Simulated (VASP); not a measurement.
# W3Br: single point with PBE

Crystal: W3Br.

```
CELL_PARAMETERS angstrom
3.26434 0.00000 0.00313
0.00000 3.15663 0.00000
-1.06621 0.00000 16.01694
ATOMIC_POSITIONS crystal
W 0.82787 0.25000 0.24180
W 0.29779 0.75000 0.14841
W 0.17213 0.75000 0.75820
W 0.23459 0.75000 0.95213
W 0.76541 0.25000 0.04787
W 0.70221 0.25000 0.85159
Br 0.86859 0.75000 0.36919
Br 0.13141 0.25000 0.63081
```

```
Program                : VASP 6.6.1
Task                   : single point
Functional             : PBE
Potentials or basis    : VASP PAW PBE potentials, release 64 (W_sv, Br)
Cutoff                 : 500 eV
k mesh                 : 10 × 10 × 2
Occupations            : gaussian, width 0.1 eV
Spin                   : no spin polarisation
Dipole correction      : no
Further INCAR settings : ALGO = Normal; EDIFF = 1e-06; NBANDS = 59
```

```json
{
 "Pressure": "0.3 GPa",
 "Largest force": "0.033 eV/Å",
 "Band gap on the k mesh": "zero (bands 49 and 50 overlap by 1.65 eV)"
}
```

Forces on the atoms (eV/Å):
```
W    0.000  0.000  0.000
W    0.000  0.000  0.003
W    0.000  0.000  0.000
W    0.000  0.000 -0.001
W    0.000  0.000  0.001
W    0.000  0.000 -0.003
Br  -0.001  0.000  0.033
Br   0.001  0.000 -0.033
```

Stress tensor (GPa, compression positive):
```
0.26 0.00 0.00
0.00 0.35 0.00
0.00 0.00 0.35
```

Levels at points of the mesh, in eV from the Fermi level:
| k point | band 46 | band 47 | band 48 | band 49 | band 50 | band 51 | band 52 | band 53 |
| --- | --- | --- | --- | --- | --- | --- | --- | --- |
| (0.00, 0.00, 0.00) | -0.84 | -0.61 | -0.42 | -0.40 | 0.11 | 0.20 | 0.53 | 0.62 |
| (0.50, 0.00, 0.00) | -1.43 | -0.40 | -0.40 | 0.11 | 0.13 | 0.52 | 0.57 | 1.00 |
| (0.00, 0.50, 0.00) | -1.17 | -0.43 | -0.43 | 0.36 | 0.36 | 1.09 | 1.09 | 1.87 |
| (0.50, 0.50, 0.00) | -1.78 | -0.53 | -0.53 | 1.20 | 1.20 | 1.99 | 1.99 | 2.44 |
| (0.00, 0.00, 0.50) | -0.84 | -0.61 | -0.42 | -0.40 | 0.11 | 0.19 | 0.53 | 0.62 |
| (0.50, 0.00, 0.50) | -1.43 | -0.41 | -0.40 | 0.10 | 0.12 | 0.50 | 0.56 | 1.00 |
| (0.00, 0.50, 0.50) | -1.15 | -0.43 | -0.43 | 0.38 | 0.38 | 1.08 | 1.08 | 1.87 |
| (0.50, 0.50, 0.50) | -1.78 | -0.52 | -0.52 | 1.20 | 1.20 | 1.99 | 1.99 | 2.44 |

Run time: 6.1 min on 1 thread of Intel(R) Xeon(R) 6975P-C (Granite Rapids) (shared host), peak memory 0.57 GiB.

Caveat: spin-orbit coupling is left out, which moves the levels of the heavy elements; this functional lacks dispersion, which binds layers or chains, so the pressure and a relaxed spacing across them are unreliable.
